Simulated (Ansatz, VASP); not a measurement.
One calculation of Sb, two programs

INCAR

```
PREC     = Accurate       # precision mode
ENCUT    = 520            # plane-wave cutoff, eV
EDIFF    = 1E-6           # SCF threshold, eV
ISMEAR   = -1             # smearing method
SIGMA    = 0.1            # smearing width, eV
LREAL    = F              # projectors in reciprocal space
LASPH    = T              # aspherical terms in the spheres
NELM     = 100            # most SCF steps
ALGO     = Normal         # electronic algorithm
ISIF     = 2              # what is computed and relaxed
LWAVE    = F              # write WAVECAR
LCHARG   = T              # write CHGCAR
GGA      = CA             # functional
LELF     = T              # ELF
LVHAR    = T            
NBANDS   = 12             # bands
```

KPOINTS

```
regular mesh
0
Gamma
  13 13 9
```

The input POSCAR:

```
Sb
1.0
   -2.8637082992      2.8655626749      1.5299012206
    2.8655626749     -2.8637082992      1.5299012206
    2.8973496087      2.8973496087     -1.5265049281
Sb
2
Direct
    0.9999743445      0.0000256555      0.0000000000
    0.7500256555      0.2499743445      0.5000000000
```

Input for Ansatz:

```yaml
crystal:
  lattice:
    - [-2.8637082992, 2.8655626749, 1.5299012206]
    - [2.8655626749, -2.8637082992, 1.5299012206]
    - [2.8973496087, 2.8973496087, -1.5265049281]
  atoms:
    - { symbol: Sb, position: [0.9999743445, 2.56555e-05, 0.0] }
    - { symbol: Sb, position: [0.7500256555, 0.2499743445, 0.5] }
hamiltonian:
  xc: lda
  pseudopotentials:
    kind: paw
    azcp:
      Sb: "pseudopotentials/Sb.paw.azcp"
basis:
  ecutwfc: 420
  fft_grid_basis: typed
kpoints:
  mp_grid: { grid: [13, 13, 9], shift: [0, 0, 0] }
magnetization:
  spin_polarized: false
scf:
  occupations: { method: fermi_dirac, width: 0.1 }
  lower_state_search: "off"
output:
  stress: true
```

Alike in both runs: task single point; functional LDA; k mesh 13 × 13 × 9; occupations fermi-dirac, width 0.1 eV; no spin polarisation.

```csv
,VASP,Ansatz
version,VASP 6.6.1,Ansatz 0.2.0
potentials or method,"VASP PAW LDA potentials, release 64 (Sb), cutoff 520 eV","plane waves (420 eV) with PAW, scalar-relativistic"
valence electrons in the cell,10,30
```

|  | VASP | Ansatz | Ansatz less VASP |
| --- | --- | --- | --- |
| pressure (GPa) | 7.2 | 6.8 | -0.41 |
| traceless stress, the component that is largest in VASP (GPa) | -0.55 | -0.54 | +0.012 |

Ansatz warns that its potentials were made for another functional, while VASP's fit it. LDA's correlation is that of Perdew and Zunger in VASP and of Perdew and Wang (1992) in Ansatz. VASP's potentials hold 10 valence electrons a cell and Ansatz's 30, so a difference there can come from the potentials and not from the codes.

Spin-orbit coupling is off throughout.
